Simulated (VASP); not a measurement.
# Al2O3 (R-3c) in VASP: notebook

The runs below take Al2O3 through single point, with PBE.

Program: VASP 6.6.1. These are calculated values, not measurements. Logs are shortened: lines on timing, memory, paths and dates and some standing lists are left out, and cuts for length are marked.

## (1) The cell of the first run

It takes space group R-3c (No. 167, trigonal). The conventional cell has a = 4.711 Å, b = 4.711 Å, c = 12.856 Å, α = 90.00°, β = 90.00°, γ = 120.00°. Al (site symmetry 3) has 6 O at 1.84 to 1.95 Å within 2.4 Å. Within 2.4 Å of O (site symmetry 2) lie 4 Al at 1.84 to 1.95 Å.

## (2) Single point, PBE (8.23 Å³/atom)

The input, INCAR:

```
SYSTEM = Al2O3
PREC = Accurate
ENCUT = 520
EDIFF = 1E-6
ISMEAR = 0
SIGMA = 0.01
LREAL = .FALSE.
LASPH = .TRUE.
NELM = 80
ALGO = Normal
ISIF = 2
LWAVE = .FALSE.
LCHARG = .TRUE.
GGA = PE
LELF = .TRUE.
LVHAR = .TRUE.
NBANDS = 35
```

The input, KPOINTS:

```
Automatic mesh
0
G
  6 6 6
  0 0 0
```

The input, POSCAR:

```
Al2O3
1.0
    2.3552724683      1.3598171936      4.2851978760
   -2.3552724683      1.3598171936      4.2851978760
    0.0000000000     -2.7196343872      4.2851978760
Al O
4 6
Direct
    0.3521453521      0.3521453521      0.3521453521
    0.1478546479      0.1478546479      0.1478546479
    0.6478546479      0.6478546479      0.6478546479
    0.8521453521      0.8521453521      0.8521453521
    0.5561715153      0.9438284847      0.2500000000
    0.2500000000      0.5561715153      0.9438284847
    0.9438284847      0.2500000000      0.5561715153
    0.4438284847      0.0561715153      0.7500000000
    0.7500000000      0.4438284847      0.0561715153
    0.0561715153      0.7500000000      0.4438284847
```

Potentials or basis: VASP PAW PBE potentials, release 64 (Al, O).

The run is started by

```bash
$ cat potpaw_PBE.64/Al/POTCAR potpaw_PBE.64/O/POTCAR > POTCAR
$ mpirun -np 1 vasp_std > vasp.out
```

OUTCAR:

```text
SYSTEM = Al2O3
   PREC = Accurate
   ENCUT = 520
   EDIFF = 1E-6
   ISMEAR = 0
   LREAL = .FALSE.
   LASPH = .TRUE.
   NELM = 80
   ISIF = 2
   GGA = PE

 ion  position               nearest neighbor table
   1  0.352  0.352  0.352-  10 1.84   8 1.84   9 1.84   5 1.95   6 1.95   7 1.95   2 2.63   3 2.76
                             3 2.76   3 2.76   2 3.19   2 3.19   2 3.19
   2  0.148  0.148  0.148-   9 1.84   8 1.84  10 1.84   5 1.95   7 1.95   6 1.95   1 2.63   4 2.76
                             4 2.76   4 2.76   1 3.19   1 3.19   1 3.19
   3  0.648  0.648  0.648-   7 1.84   5 1.84   6 1.84   8 1.95   9 1.95  10 1.95   4 2.63   1 2.76
                             1 2.76   1 2.76   4 3.19   4 3.19   4 3.19
   4  0.852  0.852  0.852-   6 1.84   5 1.84   7 1.84   8 1.95  10 1.95   9 1.95   3 2.63   2 2.76
                             2 2.76   2 2.76   3 3.19   3 3.19   3 3.19
   5  0.556  0.944  0.250-   3 1.84   4 1.84   1 1.95   2 1.95
   6  0.250  0.556  0.944-   4 1.84   3 1.84   1 1.95   2 1.95
   7  0.944  0.250  0.556-   3 1.84   4 1.84   2 1.95   1 1.95
   8  0.444  0.056  0.750-   1 1.84   2 1.84   3 1.95   4 1.95
   9  0.750  0.444  0.056-   2 1.84   1 1.84   3 1.95   4 1.95
  10  0.056  0.750  0.444-   1 1.84   2 1.84   4 1.95   3 1.95

  LATTYP: Found a trigonal (rhomboedric) cell.
 ALAT       =     5.0753652121
 COS(alpha) =     0.5692971858

  Lattice vectors:

 A1 = (   2.3552724683,   1.3598171936,   4.2851978760)
 A2 = (  -2.3552724683,   1.3598171936,   4.2851978760)
 A3 = (   0.0000000000,  -2.7196343872,   4.2851978760)

Analysis of symmetry for initial positions (statically):
=====================================================================
 Subroutine PRICEL returns:
 Original cell was already a primitive cell.

 Routine SETGRP: Setting up the symmetry group for a
 trigonal (rhombohedral) supercell.

 Subroutine GETGRP returns: Found 12 space group operations
 (whereof  6 operations were pure point group operations)
 out of a pool of 12 trial point group operations.

The static configuration has the point symmetry S_6 .
 The point group associated with its full space group is D_3d.

Analysis of symmetry for dynamics (positions and initial velocities):
=====================================================================
 Subroutine PRICEL returns:
 Original cell was already a primitive cell.

 Routine SETGRP: Setting up the symmetry group for a
 trigonal (rhombohedral) supercell.

 Subroutine GETGRP returns: Found 12 space group operations
 (whereof  6 operations were pure point group operations)
 out of a pool of 12 trial point group operations.

The dynamic configuration has the point symmetry S_6 .
 The point group associated with its full space group is D_3d.

 Subroutine INISYM returns: Found 12 space group operations
 (whereof  6 operations are pure point group operations),
 and found     1 'primitive' translations

----------------------------------------------------------------------------------------

                                     Primitive cell

  volume of cell :      82.3462

  direct lattice vectors                    reciprocal lattice vectors
     2.355272468  1.359817194  4.285197876     0.212289664  0.122565494  0.077787151
    -2.355272468  1.359817194  4.285197876    -0.212289664  0.122565494  0.077787151
     0.000000000 -2.719634387  4.285197876     0.000000000 -0.245130989  0.077787151

  length of vectors
     5.075365212  5.075365212  5.075365212     0.257177065  0.257177065  0.257177065

  position of ions in fractional coordinates (direct lattice)
     0.352145352  0.352145352  0.352145352
     0.147854648  0.147854648  0.147854648
     0.647854648  0.647854648  0.647854648
     0.852145352  0.852145352  0.852145352
     0.556171515  0.943828485  0.250000000
     0.250000000  0.556171515  0.943828485
     0.943828485  0.250000000  0.556171515
     0.443828485  0.056171515  0.750000000
     0.750000000  0.443828485  0.056171515
     0.056171515  0.750000000  0.443828485

  ion indices of the primitive-cell ions
   primitive index   ion index
                 1           1
                 2           2
                 3           3
                 4           4
                 5           5
                 6           6
                 7           7
                 8           8
                 9           9
                10          10

----------------------------------------------------------------------------------------

 KPOINTS: Automatic mesh

Automatic generation of k-mesh.
 Grid dimensions read from file:
 generate k-points for:    6    6    6

 Generating k-lattice:

  Cartesian coordinates                     Fractional coordinates (reciprocal lattice)
     0.035381611  0.020427582  0.012964525     0.166666667 -0.000000000  0.000000000
    -0.035381611  0.020427582  0.012964525    -0.000000000  0.166666667  0.000000000
     0.000000000 -0.040855165  0.012964525     0.000000000  0.000000000  0.166666667

  Length of vectors
     0.042862844  0.042862844  0.042862844

  Shift w.r.t. Gamma in fractional coordinates (k-lattice)
     0.000000000  0.000000000  0.000000000

 Subroutine IBZKPT returns following result:
 ===========================================

 Found     32 irreducible k-points:

 Following reciprocal coordinates:
            Coordinates               Weight
  0.000000  0.000000  0.000000      1.000000
  0.166667 -0.000000  0.000000      6.000000
  0.333333 -0.000000 -0.000000      6.000000
  0.500000 -0.000000  0.000000      3.000000
  0.166667  0.166667  0.000000      6.000000
  0.333333  0.166667  0.000000     12.000000
[... 16 lines left out ...]
  0.500000  0.500000  0.166667      6.000000
 -0.333333  0.500000  0.166667     12.000000
 [... further k-points ...]
   k-points           NKPTS =     32   k-points in BZ     NKDIM =     32   number of bands    NBANDS=     35
   number of dos      NEDOS =    301   number of ions     NIONS =     10
   total plane-waves  NPLWV =  64000
   dimension x,y,z NGX =    40 NGY =   40 NGZ =   40
   dimension x,y,z NGXF=    80 NGYF=   80 NGZF=   80
   ions per type =               4   6
   NGX,Y,Z   is equivalent  to a cutoff of  13.10, 13.10, 13.10 a.u.
   NGXF,Y,Z  is equivalent  to a cutoff of  26.20, 26.20, 26.20 a.u.
 SYSTEM =  Al2O3
[... 15 lines left out ...]
   NUPDOWN=      -1.0000    fix difference up-down
   EMIN   =  10.00;   EMAX   =-10.00  energy-range for DOS
   EFERMI =   0.00;   METHOD = LEGACY
   ISMEAR =     0;   SIGMA  =   0.01  broadening in eV -4-tet -1-fermi 0-gaus
   EFERMI_NEDOS =   21; number of points for ismear=-14 and -15
   IALGO  =     38    algorithm
   IMIX   =      4    mixing-type and parameters
     AMIX     =   0.40;   BMIX     =  1.00
     AMIX_MAG =   1.60;   BMIX_MAG =  1.00
  volume/ion in A,a.u.               =       8.23        55.57
  Fermi-wavevector in a.u.,A,eV,Ry     =   1.367542  2.584279 25.445219  1.870171
  Thomas-Fermi vector in A             =   2.493585
   LORBIT       =      0    0 simple, 1 ext, 2 COOP (PROOUT), +10 PAW based schemes
   GGA     = PE    functional components
   LHFCALC =     F    Hartree Fock is set to
   AEXX    =    0.0000 exact exchange contribution
   IVDW    =     0    specifies the selected vdW correction
   LEPSILON=     F    determine dielectric tensor
   LRPA    =     F    only Hartree local field effects (RPA)
 non-spin polarized calculation
 Gauss-broadening in eV      SIGMA  =   0.01
  energy-cutoff  :      520.00
  volume of cell :       82.35
 maximum number of plane-waves:      2245
 NGX is ok and might be reduce to    40

 number of electron      48.0000007 magnetization

 Free energy of the ion-electron system (eV)
  ---------------------------------------------------
  ext. energy  EPLUGINS =         0.00000000
  ---------------------------------------------------
  free energy    TOTEN  =       -74.55548443 eV

  energy without entropy =      -74.55548443  energy(sigma->0) =      -74.55548443

 E-fermi :   6.5478     XC(G=0): -11.8439

 val. band max:        6.5035299472   @ k =   0.0000   0.0000   0.0000
 cond. band min:      13.1326244501   @ k =   0.0000   0.0000   0.0000
 fundamental gap:      6.6290945028
 Fermi energy:         6.5478474799

 k-point     1 :       0.0000    0.0000    0.0000
  band No.  band energies     occupation
      1     -12.9880      2.00000
      2     -10.5281      2.00000
      3     -10.2283      2.00000
      4     -10.2283      2.00000
      5      -9.8975      2.00000
      6      -9.8975      2.00000
[... 27 lines left out ...]
     34      20.5972      0.00000
     35      21.4718      0.00000

 k-point     2 :       0.1667   -0.0000    0.0000
  band No.  band energies     occupation
      1     -12.8380      2.00000
      2     -10.6073      2.00000
      3     -10.3169      2.00000
      4     -10.2587      2.00000
      5      -9.9693      2.00000
      6      -9.9078      2.00000
[... 27 lines left out ...]
     34      19.8328      0.00000
     35      21.1428      0.00000

 k-point     3 :       0.3333   -0.0000   -0.0000
  band No.  band energies     occupation
      1     -12.4111      2.00000
      2     -11.0967      2.00000
      3     -10.2897      2.00000
      4     -10.2623      2.00000
      5     -10.1211      2.00000
      6      -9.9762      2.00000
[... 27 lines left out ...]
     34      20.2316      0.00000
     35      20.3219      0.00000

 k-point     4 :       0.5000   -0.0000    0.0000
  band No.  band energies     occupation
      1     -11.7822      2.00000
      2     -11.7822      2.00000
      3     -10.2474      2.00000
      4     -10.2474      2.00000
      5     -10.1134      2.00000
      6     -10.1134      2.00000
[... 27 lines left out ...]
     34      19.5179      0.00000
     35      19.9251      0.00000

 k-point     5 :       0.1667    0.1667    0.0000
  band No.  band energies     occupation
      1     -12.7972      2.00000
      2     -10.6165      2.00000
      3     -10.3521      2.00000
      4     -10.2566      2.00000
      5     -10.0385      2.00000
      6      -9.8812      2.00000
[... 638 lines left out ...]
 k-point    22 :      -0.1667    0.3333    0.1667
  band No.  band energies     occupation
      1     -12.0706      2.00000
      2     -11.0800      2.00000
      3     -10.6417      2.00000
      4     -10.4891      2.00000
      5     -10.1248      2.00000
      6      -9.9510      2.00000
[... 27 lines left out ...]
     34      20.0888      0.00000
     35      20.3209      0.00000

 k-point    23 :       0.5000    0.5000    0.1667
  band No.  band energies     occupation
      1     -11.9137      2.00000
      2     -11.1741      2.00000
      3     -10.7985      2.00000
      4     -10.5451      2.00000
      5     -10.1479      2.00000
      6      -9.8479      2.00000
[... 27 lines left out ...]
     34      20.1377      0.00000
     35      20.5861      0.00000

 k-point    24 :      -0.3333    0.5000    0.1667
  band No.  band energies     occupation
      1     -11.6178      2.00000
      2     -11.2226      2.00000
      3     -10.9589      2.00000
      4     -10.7214      2.00000
      5     -10.0946      2.00000
      6      -9.8733      2.00000
[... 27 lines left out ...]
     34      20.1579      0.00000
     35      20.3789      0.00000

 [... further k-points ...]

------------------------ aborting loop because EDIFF is reached ----------------------------------------

  FORCE on cell =-STRESS in cart. coord.  units (eV):
  Direction    XX          YY          ZZ          XY          YZ          ZX
  --------------------------------------------------------------------------------------
  -------------------------------------------------------------------------------------
  Total        8.4868698      8.4868698      7.8485609      0.0000000     -0.0000000      0.0000000
  in kB      165.1255605    165.1255606    152.7062456      0.0000000     -0.0000000      0.0000000
  external PRESSURE =     160.9857889 kB  Pullay stress =       0.0000000 kB

 VOLUME and BASIS-vectors are now :
 -----------------------------------------------------------------------------
  energy-cutoff  :      520.00
  volume of cell :       82.35
      direct lattice vectors                 reciprocal lattice vectors
     2.355272468  1.359817194  4.285197876     0.212289664  0.122565494  0.077787151
    -2.355272468  1.359817194  4.285197876    -0.212289664  0.122565494  0.077787151
     0.000000000 -2.719634387  4.285197876     0.000000000 -0.245130989  0.077787151

 POSITION                                       TOTAL-FORCE (eV/Angst)
 -----------------------------------------------------------------------------------
      0.00000      0.00000      4.52704         0.000000      0.000000     -0.027653
      0.00000      0.00000      1.90076         0.000000      0.000000      0.027653
      0.00000      0.00000      8.32856         0.000000      0.000000      0.027653
      0.00000      0.00000     10.95483         0.000000      0.000000     -0.027653
     -0.91304      1.35982      7.49910         0.066984      0.000000     -0.000000
     -0.72112     -1.47062      7.49910        -0.033492      0.058010      0.000000
      1.63416      0.11081      7.49910        -0.033492     -0.058010      0.000000
      0.91304     -1.35982      5.35650        -0.066984      0.000000     -0.000000
      0.72112      1.47062      5.35650         0.033492     -0.058010      0.000000
     -1.63416     -0.11081      5.35650         0.033492      0.058010      0.000000
 -----------------------------------------------------------------------------------
    total drift:                                0.000000      0.000000      0.000000

  FREE ENERGIE OF THE ION-ELECTRON SYSTEM (eV)
  ---------------------------------------------------
  free  energy   TOTEN  =       -74.5554844321 eV

  energy  without entropy=      -74.5554844321  energy(sigma->0) =      -74.55548443
```

It took 44 s on 1 thread of Intel Xeon 6975P-C (Granite Rapids), shared host; peak memory 0.26 GiB.

What came out:

| Item | Value |
| --- | --- |
| Free energy | -74.5555 eV |
| Pressure | 16.1 GPa |
| Largest force | 0.067 eV/Å |
| Band gap on the k mesh | 6.63 eV |

Forces in eV/Å, atoms in the order of the input:
```
Al   0.000  0.000 -0.028
Al   0.000  0.000  0.028
Al   0.000  0.000  0.028
Al   0.000  0.000 -0.028
O    0.067  0.000  0.000
O   -0.033  0.058  0.000
O   -0.033 -0.058  0.000
O   -0.067  0.000  0.000
O    0.033 -0.058  0.000
O    0.033  0.058  0.000
```

Stress tensor (GPa, compression positive):
```
16.51  0.00  0.00
 0.00 16.51  0.00
 0.00  0.00 15.27
```

Caveat: the cell stands under pressure. A k mesh can miss the band edges.

## (3) Single point, PBE

This run uses another cell than the first one, of 8.50 Å³/atom.

The input, INCAR:

```
SYSTEM = Al2O3
PREC = Accurate
ENCUT = 520
EDIFF = 1E-6
ISMEAR = 0
SIGMA = 0.01
LREAL = .FALSE.
LASPH = .TRUE.
NELM = 60
ALGO = Normal
ISIF = 2
LWAVE = .FALSE.
LCHARG = .FALSE.
GGA = PE
NBANDS = 35
```

The input, KPOINTS:

```
regular mesh
0
G
  6 6 6
  0 0 0
```

The input, POSCAR:

```
Al2O3
1.0
    2.3793212122      1.3737017424      4.3317945950
   -2.3793212122      1.3737017424      4.3317945950
    0.0000000000     -2.7474034847      4.3317945950
Al O
4 6
Direct
    0.3519098049      0.3519098049      0.3519098049
    0.1480901951      0.1480901951      0.1480901951
    0.6480901951      0.6480901951      0.6480901951
    0.8519098049      0.8519098049      0.8519098049
    0.5563680097      0.9436319903      0.2500000000
    0.2500000000      0.5563680097      0.9436319903
    0.9436319903      0.2500000000      0.5563680097
    0.4436319903      0.0563680097      0.7500000000
    0.7500000000      0.4436319903      0.0563680097
    0.0563680097      0.7500000000      0.4436319903
```

Potentials or basis: VASP PAW PBE potentials, release 64 (Al, O).

The run is started by

```bash
$ cat potpaw_PBE.64/Al/POTCAR potpaw_PBE.64/O/POTCAR > POTCAR
$ mpirun -np 1 vasp_std > vasp.out
```

Wall time 41 s (1 thread of Intel Xeon 6975P-C (Granite Rapids), shared host); peak memory 0.25 GiB.

Results (log left out):

- Free energy: -74.7491 eV
- Pressure: 7.4 GPa
- Largest force: 0.034 eV/Å
- Band gap on the k mesh: 6.24 eV

Forces on the atoms (eV/Å):
```
Al   0.000  0.000  0.034
Al   0.000  0.000 -0.034
Al   0.000  0.000 -0.034
Al   0.000  0.000  0.034
O    0.020  0.000  0.000
O   -0.010  0.017  0.000
O   -0.010 -0.017  0.000
O   -0.020  0.000  0.000
O    0.010 -0.017  0.000
O    0.010  0.017  0.000
```

Stress tensor (GPa, compression positive):
```
7.62 0.00 0.00
0.00 7.62 0.00
0.00 0.00 7.03
```

Levels at points of the mesh, in eV from the valence-band top:
```csv
k point,band 21,band 22,band 23,band 24,band 25,band 26,band 27,band 28
"(0.00, 0.00, 0.00)",-0.49,-0.03,-0.03,0.00,6.24,9.15,10.76,11.53
"(0.50, 0.00, 0.00)",-0.90,-0.90,-0.27,-0.27,9.49,9.49,9.66,9.66
"(0.50, 0.50, 0.00)",-1.01,-0.90,-0.74,-0.25,9.65,9.73,9.96,10.43
"(0.50, 0.50, 0.50)",-0.37,-0.37,-0.37,-0.37,8.69,8.69,11.12,11.12
```

Caveat: the cell stands under pressure. A k mesh can miss the band edges.

## (4) Single point, PBE (8.50 Å³/atom)

This run uses another cell than the first one, of 8.50 Å³/atom.

The input, INCAR:

```
SYSTEM = Al2O3
ALGO = Normal ; EDIFF = 1E-6
ENCUT = 520 ; GGA = PE
ISIF = 2 ; ISMEAR = 0
LASPH = .TRUE. ; LCHARG = .FALSE.
LREAL = .FALSE. ; LWAVE = .FALSE.
NBANDS = 35 ; NELM = 100
PREC = Accurate ; SIGMA = 0.01
```

The input, KPOINTS:

```
k-points
0
G
  6 6 6
  0 0 0
```

The input, POSCAR:

```
Al2O3
1.0
    2.3800666322      1.3741321108      4.3303085371
   -2.3800666322      1.3741321108      4.3303085371
    0.0000000000     -2.7482642216      4.3303085371
Al O
4 6
Direct
    0.3521453521      0.3521453521      0.3521453521
    0.1478546479      0.1478546479      0.1478546479
    0.6478546479      0.6478546479      0.6478546479
    0.8521453521      0.8521453521      0.8521453521
    0.5561715153      0.9438284847      0.2500000000
    0.2500000000      0.5561715153      0.9438284847
    0.9438284847      0.2500000000      0.5561715153
    0.4438284847      0.0561715153      0.7500000000
    0.7500000000      0.4438284847      0.0561715153
    0.0561715153      0.7500000000      0.4438284847
```

The run is started by

```bash
$ cat potpaw_PBE.64/Al/POTCAR potpaw_PBE.64/O/POTCAR > POTCAR
$ mpirun -np 1 vasp_std > vasp.out
```

Wall time 41 s (1 thread of Intel Xeon 6975P-C (Granite Rapids), shared host); peak memory 0.26 GiB.

The run converged. Its results:

```
Free energy            : -74.7504 eV
Pressure               : 7.4 GPa
Largest force          : 0.032 eV/Å
Band gap on the k mesh : 6.23 eV
```

Forces in eV/Å, atoms in the order of the input:
```
Al   0.000  0.000 -0.011
Al   0.000  0.000  0.011
Al   0.000  0.000  0.011
Al   0.000  0.000 -0.011
O    0.032  0.000  0.000
O   -0.016  0.027  0.000
O   -0.016 -0.027  0.000
O   -0.032  0.000  0.000
O    0.016 -0.027  0.000
O    0.016  0.027  0.000
```

Stress tensor (GPa, compression positive):
```
7.56 0.00 0.00
0.00 7.56 0.00
0.00 0.00 6.97
```

Levels at points of the mesh, in eV from the valence-band top:
```tsv
k point	band 22	band 23	band 24	band 25	band 26	band 27
(0.00, 0.00, 0.00)	-0.04	-0.04	0.00	6.23	9.14	10.75
(0.50, 0.00, 0.00)	-0.90	-0.27	-0.27	9.47	9.47	9.65
(0.50, 0.50, 0.00)	-0.91	-0.74	-0.25	9.64	9.73	9.94
(0.50, 0.50, 0.50)	-0.37	-0.37	-0.37	8.68	8.68	11.10
```

Caveat: the cell stands under pressure. A k mesh can miss the band edges.

## (5) Summary

| cell | gap on the mesh (eV) | pressure (GPa) | largest force (eV/Å) |
| --- | --- | --- | --- |
| a = 5.075 Å, angles 55.3°, 10 atoms | 6.63 | 16.1 | 0.07 |
| a = 5.130 Å, angles 55.3°, 10 atoms | 6.24 | 7.4 | 0.03 |
| a = 5.129 Å, angles 55.3°, 10 atoms | 6.23 | 7.4 | 0.03 |

Some of these runs hold the atoms at other places in the same cell, which the table doesn't show; runs alike in all that it shows share one row.

Alike in all rows: task single point; level PBE; potentials or basis VASP PAW PBE potentials, release 64 (Al, O); no spin polarisation; k mesh 6 × 6 × 6; cutoff (eV) 520; smearing gaussian 0.01 eV.

Caveats: the cell stands under pressure.

Absolute energies hang on the potentials; compare differences alone.
